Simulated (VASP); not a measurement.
Crystal: InSe.

```
CELL_PARAMETERS angstrom
2.00000 1.15470 8.44000
-2.00000 1.15470 8.44000
0.00000 -2.30940 8.44000
ATOMIC_POSITIONS crystal
In 0.00000 0.00000 0.00000
In 0.88860 0.88860 0.88860
Se 0.38350 0.38350 0.38350
Se 0.17190 0.17190 0.17190
```

| Property | Result |
| --- | --- |
| Program | VASP 6.6.1 |
| Task | relaxation of cell and atoms |
| Functional | PBEsol |
| Dispersion | D3(BJ) |
| Potentials or basis | VASP PAW PBE potentials, release 64 (In_d, Se) |
| Cutoff | 500 eV |
| k mesh | 6 × 6 × 6 |
| Occupations | gaussian, width 0.01 eV |
| Spin | no spin polarisation |

At the start: pressure -1.4 GPa; volume 29.24 Å³/atom.

Where does the relaxation end?

Over 16 steps the energy falls by 12.2 meV/atom and the volume is 27.40 Å³/atom (-6.3 %); space group R3m (No. 160, to 0.1 Å) before and after.

The path:
```csv
step,energy change (eV),largest force (eV/Å),pressure (GPa),volume (Å³)
1,0.0000,0.3067,-1.35,116.95
2,-0.0254,0.2657,0.24,112.82
3,-0.0254,0.2630,0.22,112.89
4,-0.0300,0.1410,-0.13,112.85
5,-0.0300,0.1777,-0.18,112.85
6,-0.0347,0.1484,-0.17,112.28
7,-0.0391,0.0883,-0.13,110.97
8,-0.0433,0.0435,0.27,109.87
9,-0.0443,0.0797,0.57,109.06
10,-0.0468,0.0462,0.38,109.17
11,-0.0483,0.0620,0.16,109.31
12,-0.0484,0.0756,0.08,109.36
13,-0.0487,0.0355,0.02,109.50
14,-0.0488,0.0139,-0.01,109.62
15,-0.0488,0.0145,-0.01,109.60
16,-0.0488,0.0080,0.01,109.59
```

Final structure:
```yaml
crystal:
  lattice:
    - [1.98152, 1.14403, 8.05691]
    - [-1.98152, 1.14403, 8.05691]
    - [0.00000, -2.28806, 8.05691]
  atoms:
    - { symbol: In, position: [0.00117, 0.00117, 0.00117] }
    - { symbol: In, position: [0.88743, 0.88743, 0.88743] }
    - { symbol: Se, position: [0.38794, 0.38794, 0.38794] }
    - { symbol: Se, position: [0.16747, 0.16747, 0.16747] }
```

Caveat: the PAW data sets were made with another functional, which shifts forces and pressure a little.
